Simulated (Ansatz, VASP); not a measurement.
# Ge in VASP and in Ansatz

File INCAR:

```
  ALGO = Normal
  EDIFF = 1E-8
  ENCUT = 520
  GGA = PE
  ISIF = 2
  ISMEAR = -1
  LASPH = T
  LCHARG = F
  LEFG = T
  LREAL = F
  LWAVE = F
  NBANDS = 21
  NELM = 60
  PREC = Accurate
  SIGMA = 0.05
```

File KPOINTS:

```
k-points
0
Gamma
  10 10 10
```

File POSCAR:

```
Ge
1.0
    0.0000000000      2.8287700000      2.8853454000
    2.8287700000      0.0000000000      2.8853454000
    2.8287700000      2.8287700000      0.0000000000
Ge
2
Direct
    0.5000000000      0.5000000000      0.5000000000
    0.7500000000      0.7500000000      0.7500000000
```

Input for Ansatz:

```yaml
crystal:
  lattice:
    - [0.0, 2.82877, 2.8853454]
    - [2.82877, 0.0, 2.8853454]
    - [2.82877, 2.82877, 0.0]
  atoms:
    - { symbol: Ge, position: [0.5, 0.5, 0.5] }
    - { symbol: Ge, position: [0.75, 0.75, 0.75] }
kpoints:
  mp_grid: { grid: [10, 10, 10] }
scf:
  occupations: { method: fermi_dirac, width: 0.05 }
hamiltonian:
  xc: pbe
  pseudopotentials: { kind: paw }
output:
  forces: true
  stress: true
  eigenvalues: true
  efg: { contact_densities: true }
```

Change from the starting cell: zz strain of +2 %, PAW files.

Alike in both runs: task electric field gradients; functional PBE; k mesh 10 × 10 × 10; occupations fermi-dirac, width 0.05 eV; no spin polarisation.

|  | VASP | Ansatz |
| --- | --- | --- |
| version | VASP 6.6.1 | Ansatz 0.2.0 |
| potentials or method | VASP PAW PBE potentials, release 64 (Ge_d) | PAW with Ansatz's default frozen-core files, scalar-relativistic |
| plane-wave cutoff (eV) | 520 | 420 |
| valence electrons in the cell | 28 | 28 |

```tsv
	VASP	Ansatz	Ansatz less VASP
pressure (GPa)	2.2	2.2	+0.06
traceless stress, the component that is largest in VASP (GPa)	-0.94	-0.94	-0.002
size of Vzz on the site where it differs most (V/Å²)	0.8	0.9	+0.10
```
